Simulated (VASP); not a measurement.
# BaTiO3 (R3m) in VASP: single point with PBE+U

Aim: the single point of BaTiO3 with PBE+U.

All numbers are computed with VASP 6.6.1; they aren't measurements. Logs are shortened: lines on timing, memory, paths and dates and some standing lists are left out, and cuts for length are marked.

### Step 1. The cell of the first run

The structure is trigonal, space group R3m (No. 160). The conventional cell has a = 5.771 Å, b = 5.771 Å, c = 7.123 Å, α = 90.00°, β = 90.00°, γ = 120.00°. Within 3.7 Å of Ba (site symmetry 3m) lie 12 O at 2.81 to 3.00 Å and 8 Ti at 3.48 to 3.65 Å. Within 2.5 Å of Ti (site symmetry 3m) lie 6 O at 1.89 to 2.21 Å. O (site symmetry m) has 2 Ti at 1.89 to 2.21 Å within 2.5 Å.

### Step 2. Single point, PBE+U (13.70 Å³/atom)

INCAR reads:

```
  PREC = Accurate
  ENCUT = 1340
  EDIFF = 1E-6
  ISMEAR = 0
  SIGMA = 0.02
  LREAL = False
  LASPH = True
  NELM = 200
  ALGO = Normal
  ISIF = 2
  LWAVE = False
  LCHARG = True
  LMAXMIX = 4
  LDAU = True
  LDAUTYPE = 2
  LDAUL = -1 2 -1
  LDAUU = 0 4 0
  LDAUJ = 0 0 0
  LDAUPRINT = 1
  GGA = PE
  LELF = True
  LVHAR = True
  NBANDS = 28
  GGA_COMPAT = False
```

KPOINTS reads:

```
Automatic mesh
0
Gamma
  6 6 6
```

POSCAR reads:

```
BaTiO3
1.0
    2.8855227596      1.6659573420      2.3744947041
   -2.8855227596      1.6659573420      2.3744947041
    0.0000000000     -3.3319146840      2.3744947041
Ba Ti O
1 1 3
Direct
    0.0054009793      0.0054009793      0.0054009793
    0.5173061691      0.5173061691      0.5173061691
    0.4889386798      0.4889386798      0.9781154920
    0.4889386798      0.9781154920      0.4889386798
    0.9781154920      0.4889386798      0.4889386798
```

Potentials or basis: VASP PAW PBE potentials, release 64 (Ba_sv, Ti_sv, O_h).

Launch:

```bash
$ cat potpaw_PBE.64/Ba_sv/POTCAR potpaw_PBE.64/Ti_sv/POTCAR potpaw_PBE.64/O_h/POTCAR > POTCAR
$ mpirun -np 1 vasp_std > vasp.out
```

OUTCAR:

```text
PREC = Accurate
   ENCUT = 1340
   EDIFF = 1E-6
   ISMEAR = 0
   LREAL = False
   LASPH = True
   NELM = 200
   ISIF = 2
   GGA = PE

 ion  position               nearest neighbor table
   1  0.005  0.005  0.005-   3 2.81   4 2.81   5 2.81   5 2.89   4 2.89   4 2.89   5 2.89   3 2.89
                             3 2.89   3 3.00   4 3.00   5 3.00   2 3.48   2 3.51   2 3.51   2 3.51
   2  0.517  0.517  0.517-   3 1.89   4 1.89   5 1.89   3 2.21   4 2.21   5 2.21   1 3.48   1 3.51
                             1 3.51   1 3.51   1 3.57   1 3.57   1 3.57   1 3.65
   3  0.489  0.489  0.978-   2 1.89   2 2.21   1 2.81   1 2.89   1 2.89   1 3.00
   4  0.489  0.978  0.489-   2 1.89   2 2.21   1 2.81   1 2.89   1 2.89   1 3.00
   5  0.978  0.489  0.489-   2 1.89   2 2.21   1 2.81   1 2.89   1 2.89   1 3.00

  LATTYP: Found a trigonal (rhomboedric) cell.
 ALAT       =     4.0914399130
 COS(alpha) =     0.0052209076

  Lattice vectors:

 A1 = (   2.8855227596,   1.6659573420,   2.3744947041)
 A2 = (  -2.8855227596,   1.6659573420,   2.3744947041)
 A3 = (   0.0000000000,  -3.3319146840,   2.3744947041)

Analysis of symmetry for initial positions (statically):
=====================================================================
 Subroutine PRICEL returns:
 Original cell was already a primitive cell.

 Routine SETGRP: Setting up the symmetry group for a
 trigonal (rhombohedral) supercell.

 Subroutine GETGRP returns: Found  6 space group operations
 (whereof  6 operations were pure point group operations)
 out of a pool of 12 trial point group operations.

The static configuration has the point symmetry C_3v.

Analysis of symmetry for dynamics (positions and initial velocities):
=====================================================================
 Subroutine PRICEL returns:
 Original cell was already a primitive cell.

 Routine SETGRP: Setting up the symmetry group for a
 trigonal (rhombohedral) supercell.

 Subroutine GETGRP returns: Found  6 space group operations
 (whereof  6 operations were pure point group operations)
 out of a pool of 12 trial point group operations.

The dynamic configuration has the point symmetry C_3v.

 Subroutine INISYM returns: Found  6 space group operations
 (whereof  6 operations are pure point group operations),
 and found     1 'primitive' translations

----------------------------------------------------------------------------------------

                                     Primitive cell

  volume of cell :      68.4874

  direct lattice vectors                    reciprocal lattice vectors
     2.885522760  1.665957342  2.374494704     0.173278827  0.100042578  0.140380744
    -2.885522760  1.665957342  2.374494704    -0.173278827  0.100042578  0.140380744
     0.000000000 -3.331914684  2.374494704     0.000000000 -0.200085155  0.140380744

  length of vectors
     4.091439913  4.091439913  4.091439913     0.244419358  0.244419358  0.244419358

  position of ions in fractional coordinates (direct lattice)
     0.005400979  0.005400979  0.005400979
     0.517306169  0.517306169  0.517306169
     0.488938680  0.488938680  0.978115492
     0.488938680  0.978115492  0.488938680
     0.978115492  0.488938680  0.488938680

  ion indices of the primitive-cell ions
   primitive index   ion index
                 1           1
                 2           2
                 3           3
                 4           4
                 5           5

----------------------------------------------------------------------------------------

 KPOINTS: Automatic mesh

Automatic generation of k-mesh.
 Grid dimensions read from file:
 generate k-points for:    6    6    6

 Generating k-lattice:

  Cartesian coordinates                     Fractional coordinates (reciprocal lattice)
     0.028879805  0.016673763  0.023396791     0.166666667  0.000000000  0.000000000
    -0.028879805  0.016673763  0.023396791     0.000000000  0.166666667  0.000000000
     0.000000000 -0.033347526  0.023396791     0.000000000  0.000000000  0.166666667

  Length of vectors
     0.040736560  0.040736560  0.040736560

  Shift w.r.t. Gamma in fractional coordinates (k-lattice)
     0.000000000  0.000000000  0.000000000

 Subroutine IBZKPT returns following result:
 ===========================================

 Found     32 irreducible k-points:

 Following reciprocal coordinates:
            Coordinates               Weight
  0.000000  0.000000  0.000000      1.000000
  0.166667 -0.000000 -0.000000      6.000000
  0.333333  0.000000 -0.000000      6.000000
  0.500000  0.000000 -0.000000      3.000000
  0.166667  0.166667 -0.000000      6.000000
  0.333333  0.166667 -0.000000     12.000000
[... 16 lines left out ...]
  0.500000  0.500000  0.166667      6.000000
 -0.333333  0.500000  0.166667     12.000000
 [... further k-points ...]
   k-points           NKPTS =     32   k-points in BZ     NKDIM =     32   number of bands    NBANDS=     28
   number of dos      NEDOS =    301   number of ions     NIONS =      5
   total plane-waves  NPLWV = 125000
   dimension x,y,z NGX =    50 NGY =   50 NGZ =   50
   dimension x,y,z NGXF=   100 NGYF=  100 NGZF=  100
   ions per type =               1   1   3
   NGX,Y,Z   is equivalent  to a cutoff of  20.32, 20.32, 20.32 a.u.
   NGXF,Y,Z  is equivalent  to a cutoff of  40.63, 40.63, 40.63 a.u.
 SYSTEM =  unknown system
   PREC   = accura    normal or accurate (medium, high low for compatibility)
   ISTART =      0    job   : 0-new  1-cont  2-samecut
   ICHARG =      2    charge: 1-file 2-atom 10-const
   ISPIN  =      1    spin polarized calculation?
   LNONCOLLINEAR =      F non collinear calculations
   LSORBIT =      F    spin-orbit coupling
   LASPH  =      T    aspherical Exc in radial PAW
   ENCUT  = 1340.0 eV  98.49 Ry    9.92 a.u.  12.21 12.21 12.21*2*pi/ulx,y,z
   NELM   =    200;   NELMIN=  2; NELMDL= -5     # of ELM steps
   EDIFF  = 0.1E-05   stopping-criterion for ELM
   LREAL  =      F    real-space projection
   EDIFFG = 0.1E-04   stopping-criterion for IOM
   NSW    =      0    number of steps for IOM
   IBRION =     -1    ionic relax: 0-MD 1-quasi-New 2-CG
   NFREE  =      0    steps in history (QN), initial steepest desc. (CG)
   ISIF   =      2    stress and relaxation
   ISYM   =      2    0-nonsym 1-usesym 2-fastsym
   POTIM  = 0.5000    time-step for ionic-motion
   TEBEG  =    0.0;   TEEND  =   0.0 temperature during run
   PSTRESS=    0.0 pullay stress
   NELECT =      40.0000    total number of electrons
   NUPDOWN=      -1.0000    fix difference up-down
   EMIN   =  10.00;   EMAX   =-10.00  energy-range for DOS
   EFERMI =   0.00;   METHOD = LEGACY
   ISMEAR =     0;   SIGMA  =   0.02  broadening in eV -4-tet -1-fermi 0-gaus
   EFERMI_NEDOS =   21; number of points for ismear=-14 and -15
   IALGO  =     38    algorithm
   IMIX   =      4    mixing-type and parameters
     AMIX     =   0.40;   BMIX     =  1.00
     AMIX_MAG =   1.60;   BMIX_MAG =  1.00
  volume/ion in A,a.u.               =      13.70        92.44
  Fermi-wavevector in a.u.,A,eV,Ry     =   1.368436  2.585969 25.478509  1.872618
  Thomas-Fermi vector in A             =   2.494400
   LORBIT       =      0    0 simple, 1 ext, 2 COOP (PROOUT), +10 PAW based schemes
 LDA+U is selected, type is set to LDAUTYPE =  2
   angular momentum for each species LDAUL =    -1    2   -1
   U (eV)           for each species LDAUU =   0.0  4.0  0.0
   J (eV)           for each species LDAUJ =   0.0  0.0  0.0
   GGA     = PE    functional components
   LHFCALC =     F    Hartree Fock is set to
   AEXX    =    0.0000 exact exchange contribution
   IVDW    =     0    specifies the selected vdW correction
   LEPSILON=     F    determine dielectric tensor
   LRPA    =     F    only Hartree local field effects (RPA)
 non-spin polarized calculation
 Gauss-broadening in eV      SIGMA  =   0.02
  energy-cutoff  :     1340.00
  volume of cell :       68.49
 maximum number of plane-waves:      7650
 NGX is ok and might be reduce to    50
   NGX = 25   NGY = 25   NGZ = 25

atom =   2  type =  2  l = 2

 onsite density matrix

spin component  1

  0.1653  0.0000 -0.0000  0.0626 -0.0000
  0.0000  0.1873 -0.0000  0.0000  0.0626
 -0.0000 -0.0000  0.1101  0.0000 -0.0000
  0.0626  0.0000  0.0000  0.1873  0.0000
 -0.0000  0.0626 -0.0000  0.0000  0.1653

spin component  2

  0.1653  0.0000 -0.0000  0.0626 -0.0000
  0.0000  0.1873 -0.0000  0.0000  0.0626
 -0.0000 -0.0000  0.1101  0.0000 -0.0000
  0.0626  0.0000  0.0000  0.1873  0.0000
 -0.0000  0.0626 -0.0000  0.0000  0.1653

 occupancies and eigenvectors

  o =  0.1101  v =  0.0000 -0.0000  1.0000  0.0000  0.0000  0.0000  0.0000  0.0000  0.0000  0.0000      0.0000  0.0000  0.0000  0.0000  0.0000  0.0000  0.0000  0.0000  0.0000  0.0000
  o =  0.1101  v =  0.0000  0.0000  0.0000  0.0000  0.0000  0.0000 -0.0000  1.0000  0.0000  0.0000      0.0000  0.0000  0.0000  0.0000  0.0000  0.0000  0.0000  0.0000  0.0000  0.0000
  o =  0.1127  v =  0.0000 -0.6430 -0.0000 -0.0000  0.7659  0.0000  0.0000  0.0000  0.0000  0.0000      0.0000  0.0000  0.0000  0.0000  0.0000  0.0000  0.0000  0.0000  0.0000  0.0000
  o =  0.1127  v =  0.0000  0.0000  0.0000  0.0000  0.0000  0.0000 -0.6430 -0.0000 -0.0000  0.7659      0.0000  0.0000  0.0000  0.0000  0.0000  0.0000  0.0000  0.0000  0.0000  0.0000
  o =  0.1127  v =  0.0000  0.0000  0.0000  0.0000  0.0000 -0.7659  0.0000 -0.0000  0.6430 -0.0000      0.0000  0.0000  0.0000  0.0000  0.0000  0.0000  0.0000  0.0000  0.0000  0.0000
  o =  0.1127  v = -0.7659  0.0000 -0.0000  0.6430 -0.0000  0.0000  0.0000  0.0000  0.0000  0.0000      0.0000  0.0000  0.0000  0.0000  0.0000  0.0000  0.0000  0.0000  0.0000  0.0000
  o =  0.2398  v =  0.0000  0.7659 -0.0000  0.0000  0.6430  0.0000  0.0000  0.0000  0.0000  0.0000      0.0000  0.0000  0.0000  0.0000  0.0000  0.0000  0.0000  0.0000  0.0000  0.0000
  o =  0.2398  v =  0.0000  0.0000  0.0000  0.0000  0.0000  0.0000  0.7659 -0.0000  0.0000  0.6430      0.0000  0.0000  0.0000  0.0000  0.0000  0.0000  0.0000  0.0000  0.0000  0.0000
  o =  0.2398  v =  0.0000  0.0000  0.0000  0.0000  0.0000 -0.6430  0.0000  0.0000 -0.7659  0.0000      0.0000  0.0000  0.0000  0.0000  0.0000  0.0000  0.0000  0.0000  0.0000  0.0000
  o =  0.2398  v = -0.6430  0.0000  0.0000 -0.7659  0.0000  0.0000  0.0000  0.0000  0.0000  0.0000      0.0000  0.0000  0.0000  0.0000  0.0000  0.0000  0.0000  0.0000  0.0000  0.0000

 number of electron      40.0000002 magnetization

 Free energy of the ion-electron system (eV)
  ---------------------------------------------------
  ext. energy  EPLUGINS =         0.00000000
  ---------------------------------------------------
  free energy    TOTEN  =       -37.31925463 eV

  energy without entropy =      -37.31925463  energy(sigma->0) =      -37.31925463

 E-fermi :   3.9628     XC(G=0): -10.9020

 val. band max:        3.7328584362   @ k =   0.5000   0.5000   0.5000
 cond. band min:       6.5592902684   @ k =   0.0000   0.0000   0.0000
 fundamental gap:      2.8264318323
 Fermi energy:         3.9627966718

 k-point     1 :       0.0000    0.0000    0.0000
  band No.  band energies     occupation
      1     -53.7972      2.00000
      2     -29.9925      2.00000
      3     -29.9729      2.00000
      4     -29.9729      2.00000
      5     -21.2281      2.00000
      6     -12.9831      2.00000
[... 20 lines left out ...]
     27       8.7454      0.00000
     28      10.3332      0.00000

 k-point     2 :       0.1667   -0.0000   -0.0000
  band No.  band energies     occupation
      1     -53.7970      2.00000
      2     -29.9959      2.00000
      3     -29.9774      2.00000
      4     -29.9726      2.00000
      5     -21.2077      2.00000
      6     -12.9862      2.00000
[... 20 lines left out ...]
     27       9.2204      0.00000
     28      10.9744      0.00000

 k-point     3 :       0.3333    0.0000   -0.0000
  band No.  band energies     occupation
      1     -53.7967      2.00000
      2     -30.0077      2.00000
      3     -29.9813      2.00000
      4     -29.9720      2.00000
      5     -21.1661      2.00000
      6     -13.0488      2.00000
[... 616 lines left out ...]
      3     -30.0033      2.00000
      4     -29.9824      2.00000
      5     -21.0755      2.00000
      6     -12.4817      2.00000
[... 20 lines left out ...]
     27      11.9059      0.00000
     28      12.1702      0.00000

 k-point    24 :      -0.3333    0.5000    0.1667
  band No.  band energies     occupation
      1     -53.7959      2.00000
      2     -30.0162      2.00000
      3     -29.9987      2.00000
      4     -29.9824      2.00000
      5     -21.0894      2.00000
      6     -12.6471      2.00000
[... 20 lines left out ...]
     27      11.5743      0.00000
     28      11.9942      0.00000

 [... further k-points ...]
[... 5 lines left out ...]
  --------------------------------------------------------------------------------------
  -------------------------------------------------------------------------------------
  Total        0.2766322      0.2766322      0.0180112      0.0000000      0.0000000      0.0000000
  in kB        6.4714622      6.4714622      0.4213496      0.0000000      0.0000000      0.0000000
  external PRESSURE =       4.4547580 kB  Pullay stress =       0.0000000 kB

 VOLUME and BASIS-vectors are now :
 -----------------------------------------------------------------------------
  energy-cutoff  :     1340.00
  volume of cell :       68.49
      direct lattice vectors                 reciprocal lattice vectors
     2.885522760  1.665957342  2.374494704     0.173278827  0.100042578  0.140380744
    -2.885522760  1.665957342  2.374494704    -0.173278827  0.100042578  0.140380744
     0.000000000 -3.331914684  2.374494704     0.000000000 -0.200085155  0.140380744

 POSITION                                       TOTAL-FORCE (eV/Angst)
 -----------------------------------------------------------------------------------
      0.00000      0.00000      0.03847         0.000000      0.000000     -0.051719
      0.00000      0.00000      3.68502         0.000000      0.000000     -0.682358
      0.00000     -1.62990      4.64449         0.000000     -0.342862      0.244692
     -1.41153      0.81495      4.64449        -0.296927      0.171431      0.244692
      1.41153      0.81495      4.64449         0.296927      0.171431      0.244692
 -----------------------------------------------------------------------------------
    total drift:                                0.000000     -0.000000      0.001697

  FREE ENERGIE OF THE ION-ELECTRON SYSTEM (eV)
  ---------------------------------------------------
  free  energy   TOTEN  =       -37.3192546283 eV

  energy  without entropy=      -37.3192546283  energy(sigma->0) =      -37.31925463
```

Wall time 2.6 min (1 thread of Intel Xeon 6975P-C (Granite Rapids), shared host); peak memory 0.52 GiB.

What came out:

* Free energy: -37.3193 eV
* Pressure: 0.4 GPa
* Largest force: 0.682 eV/Å
* Band gap on the k mesh: 2.83 eV (least direct gap 3.35 eV)

Forces on the atoms (eV/Å):
```
Ba   0.000  0.000 -0.052
Ti   0.000  0.000 -0.682
O    0.000 -0.343  0.245
O   -0.297  0.171  0.245
O    0.297  0.171  0.245
```

Stress tensor (GPa, compression positive):
```
0.65 0.00 0.00
0.00 0.65 0.00
0.00 0.00 0.04
```

Eigenvalues of the final occupation matrices:
```
    site  spin  trace               eigenvalues
site 2 d     1   0.82  0.11 0.11 0.11 0.24 0.24
site 2 d     2   0.82  0.11 0.11 0.11 0.24 0.24
```

Caveat: spin-orbit coupling is left out, which moves the levels of the heavy elements. A k mesh can miss the band edges.
